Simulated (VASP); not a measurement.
# ZrSe2: single point with LDA

**Experimental background.**

“Stress-Tuned Optical Transitions in Layered 1T-MX2 (M= Hf, Zr, Sn; X= S, Se) Crystals”, 2022, arxiv:2210.12074 quotes, for a bulk crystal of ZrSe2: band gap 1.2 eV (indirect).

ZrSe2:

```
CELL_PARAMETERS angstrom
3.79800 0.00000 0.00000
-1.89900 3.28916 0.00000
0.00000 0.00000 6.19200
ATOMIC_POSITIONS crystal
Zr 0.00000 0.00000 0.00000
Se 0.33333 0.66667 0.25000
Se 0.66667 0.33333 0.75000
```

```json
{
 "Program": "VASP 6.6.1",
 "Task": "single point",
 "Functional": "LDA",
 "Potentials or basis": "VASP PAW LDA potentials, release 64 (Zr_sv, Se)",
 "Cutoff": "500 eV",
 "k mesh": "5 × 5 × 3",
 "Occupations": "gaussian, width 0.01 eV",
 "Spin": "no spin polarisation",
 "Dipole correction": "no",
 "Further INCAR settings": "ALGO = Normal; EDIFF = 1e-06; NBANDS = 19"
}
```

```
Pressure               : -2.8 GPa
Largest force          : 0.074 eV/Å
Band gap on the k mesh : 0.35 eV, indirect (least direct gap 0.94 eV)
```

Forces in eV/Å, atoms in the order of the input:
```
Zr   0.000  0.000  0.000
Se   0.000  0.000 -0.074
Se   0.000  0.000  0.074
```

Stress tensor (GPa, compression positive):
```
-3.20  0.00  0.00
 0.00 -3.20  0.00
 0.00  0.00 -1.89
```

Levels at points of the mesh, in eV from the valence-band top:
```csv
k point,band 9,band 10,band 11,band 12,band 13,band 14,band 15,band 16
"(0.00, 0.00, 0.00)",-2.75,-0.05,-0.05,0.00,0.94,0.94,1.46,4.30
```

It used 22 s of CPU time on 1 thread of AMD EPYC 7R13 Processor (Zen 3), with other jobs on the host.

A measured gap of ZrSe2 is 1.2 eV (indirect; quoted in “Stress-Tuned Optical Transitions in Layered 1T-MX2 (M= Hf, Zr, Sn; X= S, Se) Crystals”, 2022, arxiv:2210.12074); the calculated 0.35 eV misses it by -0.85 eV. Spin-orbit coupling on Se, Zr is left out. The value is that of LDA on a finite k mesh, which can miss the band edges, without temperature or zero-point motion. Semilocal functionals fall short of measured gaps as a rule.
